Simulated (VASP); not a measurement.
Input of a VASP 6.6.1 run:

The input POSCAR:

```
Ga
1.0
   -2.2505551900      0.0000000000      3.8142736800
    0.0000000000     -4.5070976200      0.0000000000
    2.2505551900      0.0000000000      3.8142736800
Ga
4
Direct
    0.1525000000      0.9215000000      0.1525000000
    0.6525000000      0.5785000000      0.6525000000
    0.8475000000      0.0785000000      0.8475000000
    0.3475000000      0.4215000000      0.3475000000
```

The input INCAR.step1:

```
SYSTEM = Ga
  PREC = Accurate
  ENCUT = 600
  ISMEAR = -5
  SIGMA = 0.1
  LREAL = .False.
  LASPH = .True.
  NELM = 80
  GGA = PE
  ALGO = Normal
  EDIFF = 1E-4
  LWAVE = .True.
  LCHARG = .False.
```

File INCAR.step2:

```
SYSTEM = Ga
  PREC = Accurate
  ENCUT = 600
  EDIFF = 1E-6
  ISMEAR = -5
  SIGMA = 0.1
  LREAL = .False.
  LASPH = .True.
  NELM = 80
  ALGO = Normal
  ISIF = 3
  LWAVE = .False.
  LCHARG = .False.
  METAGGA = R2SCAN
  LMIXTAU = .True.
  IBRION = 2
  NSW = 60
  EDIFFG = -0.01
  ISTART = 1
```

Contents of KPOINTS:

```
Automatic mesh
0
Gamma
  5 4 5
  0 0 0
```

Potentials or basis: VASP PAW PBE potentials, release 64 (Ga_d).

Run with:

```sh
$ cat potpaw_PBE.64/Ga_d/POTCAR > POTCAR
$ cp INCAR.step1 INCAR
$ mpirun -np 1 vasp_std > vasp.out
$ cp INCAR.step2 INCAR
$ mpirun -np 1 vasp_std > vasp.out
```

Problem. Estimate the relaxed cell.

Solution. a = 4.409 Å, b = 4.534 Å, c = 4.409 Å, α = 90.00°, β = 60.08°, γ = 90.00°.

Problem. Estimate the space group after relaxing (to 0.1 Å).

Solution. Cmce (No. 64).

Problem. Estimate the band gap on the k mesh.

Solution. Zero (bands 26 and 27 overlap by 1.02 eV).

Problem. What does it give for the relaxed volume?

Solution. 19.10 Å³/atom.

The path:
```
step  energy change (eV)  largest force (eV/Å)  pressure (GPa)  volume (Å³)
   1              0.0000                0.5136           -0.63        77.38
   2             -0.0286                0.0446           -0.15        76.52
   3             -0.0299                0.0536           -0.26        76.66
   4             -0.0294                0.0282           -0.19        76.59
   5             -0.0308                0.0252            0.08        76.30
   6             -0.0305                0.0248            0.21        76.18
   7             -0.0309                0.0201           -0.07        76.44
   8             -0.0309                0.0212           -0.02        76.44
   9             -0.0312                0.0171            0.00        76.43
  10             -0.0319                0.0182            0.02        76.39
  11             -0.0321                0.0196            0.15        76.38
  12             -0.0322                0.0174           -0.03        76.40
  13             -0.0322                0.0173            0.00        76.40
  14             -0.0322                0.0149            0.00        76.40
  15             -0.0321                0.0110            0.01        76.40
  16             -0.0320                0.0081            0.01        76.40
```

Caveat: the PAW data sets were made with another functional, which shifts forces and pressure a little; tetrahedron occupations give inexact forces and stress in metals.
